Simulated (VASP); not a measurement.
Write the native input for VASP 6.6.1 that does the following.

```yaml
Task: relaxation of cell and atoms
Functional: PBEsol
Potentials_or_basis: VASP PAW PBE potentials, release 64 (Cu)
Cutoff: 600 eV
k_mesh: 18 × 18 × 10
Occupations: gaussian, width 0.1 eV
Spin: no spin polarisation
Target_pressure: 1 GPa
Dipole_correction: no
Further_INCAR_settings: ALGO = Fast; EDIFF = 1e-06; IBRION = 2; EDIFFG = -0.008; NSW = 70; ISIF = 3
```

The structure of Cu lies in POSCAR:

```
Cu
1.0
    2.5125215520      0.0000000000      0.0000000000
   -1.2562607760      2.1759074916      0.0000000000
    0.0000000000      0.0000000000      4.1033445437
Cu
2
Direct
    0.3333333333      0.6666666667      0.2500000000
    0.6666666667      0.3333333333      0.7500000000
```

This isn't the form of Cu at room conditions, which is fcc.

One way to write it, as run:

INCAR

```
PREC     = Accurate       # precision mode
ENCUT    = 600            # plane-wave cutoff, eV
EDIFF    = 1E-6           # SCF threshold, eV
ISMEAR   = 0              # smearing method
SIGMA    = 0.1            # smearing width, eV
LREAL    = False          # projectors in reciprocal space
LASPH    = True           # aspherical terms in the spheres
NELM     = 60             # most SCF steps
ALGO     = Fast           # electronic algorithm
ISIF     = 3              # what is computed and relaxed
LWAVE    = False          # write WAVECAR
LCHARG   = False          # write CHGCAR
GGA      = PS             # functional
IBRION   = 2              # ionic algorithm
NSW      = 70             # ionic steps
EDIFFG   = -0.008         # ionic threshold
PSTRESS  = 10.0
```

KPOINTS

```
Automatic mesh
0
Gamma
  18 18 10
```

Potentials or basis: VASP PAW PBE potentials, release 64 (Cu).

Run with:

```bash
$ cat potpaw_PBE.64/Cu/POTCAR > POTCAR
$ mpirun -np 1 vasp_std > vasp.out
```

Results of the run:

| Quantity | Value |
| --- | --- |
| Relaxed volume | 11.34 Å³/atom |
| Relaxed cell | a = 2.522 Å, b = 2.522 Å, c = 4.118 Å, α = 90.00°, β = 90.00°, γ = 120.00° |
| Space group after relaxing (to 0.1 Å) | P6_3/mmc (No. 194) |
| Energy change on relaxing (the run minimises the enthalpy) | -1.2 meV/atom |
| Ionic steps | 7 |
| Pressure after relaxing | 1.0 GPa |
| Band gap on the k mesh | zero (bands 11 and 12 overlap by 6.12 eV) |

Caveat: the cell is relaxed towards a set pressure, so the run minimises the enthalpy, not the energy; the PAW data sets were made with another functional, which shifts forces and pressure a little.

Wall time 7.7 min on 1 thread of Intel Xeon 8259CL (shared host), peak memory 0.21 GiB.
